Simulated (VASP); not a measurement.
# In2SbO6 (C2/m) in VASP: single point with PBE

Aim: the single point of In2SbO6 with PBE.

All numbers are computed with VASP 6.6.1; they aren't measurements. Logs are shortened: lines on timing, memory, paths and dates and some standing lists are left out, and cuts for length are marked.

## 1. The cell of the first run

It takes space group C2/m (No. 12, monoclinic). Conventional cell: a = 13.422 Å, b = 3.983 Å, c = 5.116 Å, α = 90.00°, β = 104.16°, γ = 90.00°. O (site symmetry m) has 1 Sb at 1.80 Å within 2.4 Å. O (site symmetry m) has 3 In at 2.06 to 2.15 Å and 7 O at 2.52 to 3.07 Å and 1 Sb at 2.80 Å within 3.1 Å. Within 2.7 Å of O (site symmetry m) lie 1 In at 1.94 Å and 2 Sb at 2.34 Å and 3 O at 2.46 to 2.61 Å. Sb (site symmetry 2/m) has 6 O at 1.80 to 2.34 Å within 2.4 Å. In (site symmetry m) has 4 O at 1.94 to 2.15 Å within 2.6 Å.

## 2. Single point, PBE

Input file INCAR:

```
PREC = Accurate ; ENCUT = 520
EDIFF = 1E-6 ; ISMEAR = -1
SIGMA = 0.1 ; LREAL = False
LASPH = True ; NELM = 60
ALGO = Normal ; ISIF = 2
LWAVE = False ; LCHARG = False
GGA = PE ; NBANDS = 44
```

Input file KPOINTS:

```
regular mesh
0
Gamma
  5 5 4
```

Input file POSCAR:

```
In2SbO6
1.0
    0.0000000000      3.9833640000      0.0000000000
    6.7112440000     -1.9916820000      0.0000000000
    1.2520030000      0.0000000000     -4.9606090000
O Sb In
6 1 2
Direct
    0.4171000000      0.8342000000      0.8339000000
    0.5829000000      0.1658000000      0.1661000000
    0.6963000000      0.3926000000      0.5987000000
    0.3037000000      0.6074000000      0.4013000000
    0.9309000000      0.8618000000      0.3798000000
    0.0691000000      0.1382000000      0.6202000000
    0.5000000000      0.0000000000      0.5000000000
    0.8084400000      0.6168800000      0.2427500000
    0.1915600000      0.3831200000      0.7572500000
```

Potentials or basis: VASP PAW PBE potentials, release 64 (O, Sb, In_d).

Run with:

```console
cat potpaw_PBE.64/O/POTCAR potpaw_PBE.64/Sb/POTCAR potpaw_PBE.64/In_d/POTCAR > POTCAR
mpirun -np 1 vasp_std > vasp.out
```

OUTCAR:

```text
PREC = Accurate
   ENCUT = 520
   EDIFF = 1E-6
   ISMEAR = -1
   LREAL = False
   LASPH = True
   NELM = 60
   ISIF = 2
   GGA = PE

 ion  position               nearest neighbor table
   1  0.417  0.834  0.834-   7 1.80   8 3.00   8 3.00
   2  0.583  0.166  0.166-   7 1.80   9 3.00   9 3.00
   3  0.696  0.393  0.599-   8 2.06   9 2.15   9 2.15   7 2.80
   4  0.304  0.607  0.401-   9 2.06   8 2.15   8 2.15   7 2.80
   5  0.931  0.862  0.380-   8 1.94   7 2.34   7 2.34
   6  0.069  0.138  0.620-   9 1.94   7 2.34   7 2.34
   7  0.500  0.000  0.500-   1 1.80   2 1.80   6 2.34   5 2.34   6 2.34   5 2.34   4 2.80   3 2.80
                             9 3.74   8 3.74   9 3.74   8 3.74
   8  0.808  0.617  0.243-   5 1.94   3 2.06   4 2.15   4 2.15   1 3.00   1 3.00   9 3.37   9 3.37
                             7 3.74   7 3.74   9 3.81   9 3.81
   9  0.192  0.383  0.757-   6 1.94   4 2.06   3 2.15   3 2.15   2 3.00   2 3.00   8 3.37   8 3.37
                             7 3.74   7 3.74   8 3.81   8 3.81

  LATTYP: Found a base centered monoclinic cell.
 ALAT       =    13.4224880000
 B/A-ratio  =     0.2967679315
 C/A-ratio  =     0.3811637504
 COS(beta)  =    -0.2447150919

  Lattice vectors:

 A1 = (  -6.7112440000,  -1.9916820000,   0.0000000000)
 A2 = (  -6.7112440000,   1.9916820000,   0.0000000000)
 A3 = (   1.2520030000,   0.0000000000,  -4.9606090000)

Analysis of symmetry for initial positions (statically):
=====================================================================
 Subroutine PRICEL returns:
 Original cell was already a primitive cell.

 Routine SETGRP: Setting up the symmetry group for a
 base centered monoclinic supercell.

 Subroutine GETGRP returns: Found  4 space group operations
 (whereof  4 operations were pure point group operations)
 out of a pool of  4 trial point group operations.

The static configuration has the point symmetry C_2h.

Analysis of symmetry for dynamics (positions and initial velocities):
=====================================================================
 Subroutine PRICEL returns:
 Original cell was already a primitive cell.

 Routine SETGRP: Setting up the symmetry group for a
 base centered monoclinic supercell.

 Subroutine GETGRP returns: Found  4 space group operations
 (whereof  4 operations were pure point group operations)
 out of a pool of  4 trial point group operations.

The dynamic configuration has the point symmetry C_2h.

 Subroutine INISYM returns: Found  4 space group operations
 (whereof  4 operations are pure point group operations),
 and found     1 'primitive' translations

----------------------------------------------------------------------------------------

                                     Primitive cell

  volume of cell :     132.6136

  direct lattice vectors                    reciprocal lattice vectors
     0.000000000  3.983364000  0.000000000     0.074501836  0.251044092  0.018803442
     6.711244000 -1.991682000  0.000000000     0.149003672  0.000000000  0.037606883
     1.252003000  0.000000000 -4.960609000     0.000000000  0.000000000 -0.201588152

  length of vectors
     3.983364000  7.000542352  5.116165865     0.262539958  0.153676192  0.201588152

  position of ions in fractional coordinates (direct lattice)
     0.417100000  0.834200000  0.833900000
     0.582900000  0.165800000  0.166100000
     0.696300000  0.392600000  0.598700000
     0.303700000  0.607400000  0.401300000
     0.930900000  0.861800000  0.379800000
     0.069100000  0.138200000  0.620200000
     0.500000000  0.000000000  0.500000000
     0.808440000  0.616880000  0.242750000
     0.191560000  0.383120000  0.757250000

  ion indices of the primitive-cell ions
   primitive index   ion index
                 1           1
                 2           2
                 3           3
                 4           4
                 5           5
                 6           6
                 7           7
                 8           8
                 9           9

----------------------------------------------------------------------------------------

 KPOINTS: regular mesh

Automatic generation of k-mesh.
 Grid dimensions read from file:
 generate k-points for:    5    5    4

 Generating k-lattice:

  Cartesian coordinates                     Fractional coordinates (reciprocal lattice)
     0.014900367  0.050208818  0.003760688     0.200000000  0.000000000  0.000000000
     0.029800734  0.000000000  0.007521377     0.000000000  0.200000000  0.000000000
     0.000000000  0.000000000 -0.050397038     0.000000000  0.000000000  0.250000000

  Length of vectors
     0.052507992  0.030735238  0.050397038

  Shift w.r.t. Gamma in fractional coordinates (k-lattice)
     0.000000000  0.000000000  0.000000000

 Subroutine IBZKPT returns following result:
 ===========================================

 Found     33 irreducible k-points:

 Following reciprocal coordinates:
            Coordinates               Weight
  0.000000  0.000000  0.000000      1.000000
  0.200000  0.000000  0.000000      4.000000
  0.400000 -0.000000  0.000000      4.000000
  0.000000  0.200000  0.000000      2.000000
  0.200000  0.200000  0.000000      4.000000
  0.400000  0.200000  0.000000      4.000000
[... 16 lines left out ...]
  0.200000 -0.400000  0.250000      4.000000
  0.000000 -0.200000  0.250000      2.000000
 [... further k-points ...]
   k-points           NKPTS =     33   k-points in BZ     NKDIM =     33   number of bands    NBANDS=     44
   number of dos      NEDOS =    301   number of ions     NIONS =      9
   total plane-waves  NPLWV =  64800
   dimension x,y,z NGX =    30 NGY =   54 NGZ =   40
   dimension x,y,z NGXF=    60 NGYF=  108 NGZF=   80
   ions per type =               6   1   2
   NGX,Y,Z   is equivalent  to a cutoff of  12.52, 12.82, 13.00 a.u.
   NGXF,Y,Z  is equivalent  to a cutoff of  25.04, 25.65, 26.00 a.u.
 SYSTEM =  unknown system
   PREC   = accura    normal or accurate (medium, high low for compatibility)
   ISTART =      0    job   : 0-new  1-cont  2-samecut
   ICHARG =      2    charge: 1-file 2-atom 10-const
   ISPIN  =      1    spin polarized calculation?
   LNONCOLLINEAR =      F non collinear calculations
   LSORBIT =      F    spin-orbit coupling
   LASPH  =      T    aspherical Exc in radial PAW
   ENCUT  =  520.0 eV  38.22 Ry    6.18 a.u.   7.41 13.02  9.51*2*pi/ulx,y,z
   NELM   =     60;   NELMIN=  2; NELMDL= -5     # of ELM steps
   EDIFF  = 0.1E-05   stopping-criterion for ELM
   LREAL  =      F    real-space projection
   EDIFFG = 0.1E-04   stopping-criterion for IOM
   NSW    =      0    number of steps for IOM
   IBRION =     -1    ionic relax: 0-MD 1-quasi-New 2-CG
   NFREE  =      0    steps in history (QN), initial steepest desc. (CG)
   ISIF   =      2    stress and relaxation
   ISYM   =      2    0-nonsym 1-usesym 2-fastsym
   POTIM  = 0.5000    time-step for ionic-motion
   TEBEG  =    0.0;   TEEND  =   0.0 temperature during run
   PSTRESS=    0.0 pullay stress
   NELECT =      67.0000    total number of electrons
   NUPDOWN=      -1.0000    fix difference up-down
   EMIN   =  10.00;   EMAX   =-10.00  energy-range for DOS
   EFERMI =   0.00;   METHOD = LEGACY
   ISMEAR =    -1;   SIGMA  =   0.10  broadening in eV -4-tet -1-fermi 0-gaus
   EFERMI_NEDOS =   21; number of points for ismear=-14 and -15
   IALGO  =     38    algorithm
   IMIX   =      4    mixing-type and parameters
     AMIX     =   0.40;   BMIX     =  1.00
     AMIX_MAG =   1.60;   BMIX_MAG =  1.00
  volume/ion in A,a.u.               =      14.73        99.44
  Fermi-wavevector in a.u.,A,eV,Ry     =   1.303878  2.463973 23.131250  1.700099
  Thomas-Fermi vector in A             =   2.434851
   LORBIT       =      0    0 simple, 1 ext, 2 COOP (PROOUT), +10 PAW based schemes
   GGA     = PE    functional components
   LHFCALC =     F    Hartree Fock is set to
   AEXX    =    0.0000 exact exchange contribution
   IVDW    =     0    specifies the selected vdW correction
   LEPSILON=     F    determine dielectric tensor
   LRPA    =     F    only Hartree local field effects (RPA)
 non-spin polarized calculation
  energy-cutoff  :      520.00
  volume of cell :      132.61
 maximum number of plane-waves:      3589
 NGX is ok and might be reduce to    30
   NGX = 15   NGY = 27   NGZ = 19

 number of electron      67.0000007 magnetization

 Free energy of the ion-electron system (eV)
  ---------------------------------------------------
  ext. energy  EPLUGINS =         0.00000000
  ---------------------------------------------------
  free energy    TOTEN  =       -44.09429624 eV

  energy without entropy =      -43.88329923  energy(sigma->0) =      -43.98879773

 E-fermi :   3.4723     XC(G=0):  -9.9973

 val. band max:        3.4712675404   @ k =   0.4000  -0.0000   0.5000
 cond. band min:       3.5132557456   @ k =   0.4000  -0.0000   0.2500
 fundamental gap:      0.0419882052
 Fermi energy:         3.4723317502

 k-point     1 :       0.0000    0.0000    0.0000
  band No.  band energies     occupation
      1     -14.8103      2.00000
      2     -14.0809      2.00000
      3     -13.7599      2.00000
      4     -13.5210      2.00000
      5     -13.0352      2.00000
      6     -12.8809      2.00000
[... 36 lines left out ...]
     43      13.3445      0.00000
     44      14.3448      0.00000

 k-point     2 :       0.2000    0.0000    0.0000
  band No.  band energies     occupation
      1     -14.6245      2.00000
      2     -14.0154      2.00000
      3     -13.6970      2.00000
      4     -13.4985      2.00000
      5     -13.0639      2.00000
      6     -13.0281      2.00000
[... 36 lines left out ...]
     43      13.5632      0.00000
     44      13.7976      0.00000

 k-point     3 :       0.4000   -0.0000    0.0000
  band No.  band energies     occupation
      1     -14.1644      2.00000
      2     -13.8557      2.00000
      3     -13.6620      2.00000
      4     -13.4688      2.00000
      5     -13.4049      2.00000
      6     -13.1152      2.00000
[... 36 lines left out ...]
     43      13.0407      0.00000
     44      14.3647      0.00000

 k-point     4 :       0.0000    0.2000    0.0000
  band No.  band energies     occupation
      1     -14.7633      2.00000
      2     -14.2129      2.00000
      3     -13.6477      2.00000
      4     -13.5115      2.00000
      5     -13.0726      2.00000
      6     -12.8941      2.00000
[... 882 lines left out ...]
     43      12.8252      0.00000
     44      14.5088      0.00000

 k-point    23 :       0.2000   -0.4000    0.2500
  band No.  band energies     occupation
      1     -14.4661      2.00000
      2     -14.2241      2.00000
      3     -13.5639      2.00000
      4     -13.5324      2.00000
      5     -13.1240      2.00000
      6     -13.0431      2.00000
[... 36 lines left out ...]
     43      13.1840      0.00000
     44      14.2337      0.00000

 k-point    24 :       0.0000   -0.2000    0.2500
  band No.  band energies     occupation
      1     -14.6853      2.00000
      2     -14.2631      2.00000
      3     -13.6256      2.00000
      4     -13.5655      2.00000
      5     -13.0849      2.00000
      6     -12.8903      2.00000
[... 36 lines left out ...]
     43      13.1118      0.00000
     44      14.1546      0.00000

 [... further k-points ...]

------------------------ aborting loop because EDIFF is reached ----------------------------------------

  FORCE on cell =-STRESS in cart. coord.  units (eV):
  Direction    XX          YY          ZZ          XY          YZ          ZX
  --------------------------------------------------------------------------------------
  -------------------------------------------------------------------------------------
  Total        9.5080087     -5.6589720     11.8688133      0.0000000      0.0000000      3.5467553
  in kB      114.8714583    -68.3691386    143.3936311      0.0000000      0.0000000     42.8502927
  external PRESSURE =      63.2986502 kB  Pullay stress =       0.0000000 kB

 VOLUME and BASIS-vectors are now :
 -----------------------------------------------------------------------------
  energy-cutoff  :      520.00
  volume of cell :      132.61
      direct lattice vectors                 reciprocal lattice vectors
     0.000000000  3.983364000  0.000000000     0.074501836  0.251044092  0.018803442
     6.711244000 -1.991682000  0.000000000     0.149003672  0.000000000  0.037606883
     1.252003000  0.000000000 -4.960609000     0.000000000  0.000000000 -0.201588152

 POSITION                                       TOTAL-FORCE (eV/Angst)
 -----------------------------------------------------------------------------------
      6.64257     -0.00000     -4.13665        -2.277223      0.000000     -3.542610
      1.32068      1.99168     -0.82396         2.277223     -0.000000      3.542610
      3.38441      1.99168     -2.96992        -0.588895      0.000000     -2.149323
      4.57884      0.00000     -1.99069         0.588895     -0.000000      2.149323
      6.25926      1.99168     -1.88404         3.155798     -0.000000     -0.930384
      1.70399      0.00000     -3.07657        -3.155798      0.000000      0.930384
      0.62600      1.99168     -2.48030        -0.000000      0.000000     -0.000000
      4.44396      1.99168     -1.20419        -0.742070      0.000000      1.362412
      3.51929      0.00000     -3.75642         0.742070      0.000000     -1.362412
 -----------------------------------------------------------------------------------
    total drift:                                0.000000     -0.000000      0.000000

  FREE ENERGIE OF THE ION-ELECTRON SYSTEM (eV)
  ---------------------------------------------------
  free  energy   TOTEN  =       -44.0942962362 eV

  energy  without entropy=      -43.8832992292  energy(sigma->0) =      -43.98879773
```

Run time: 2 min. Hardware: 1 thread of Intel Xeon 6975P-C (Granite Rapids), shared host; peak memory 0.33 GiB.

Results:

```
Free energy            : -44.0943 eV
Pressure               : 6.3 GPa
Largest force          : 4.211 eV/Å
Band gap on the k mesh : zero (an odd number of electrons rules out a gap without spin polarisation)
```

Forces on the atoms (eV/Å):
```
O   -2.277  0.000 -3.543
O    2.277  0.000  3.543
O   -0.589  0.000 -2.149
O    0.589  0.000  2.149
O    3.156  0.000 -0.930
O   -3.156  0.000  0.930
Sb   0.000  0.000  0.000
In  -0.742  0.000  1.362
In   0.742  0.000 -1.362
```

Caveat: the cell stands under pressure; spin-orbit coupling is left out, which moves the levels of the heavy elements; an odd number of electrons without spin polarisation forces a metal; a magnetic or distorted state may lie lower.
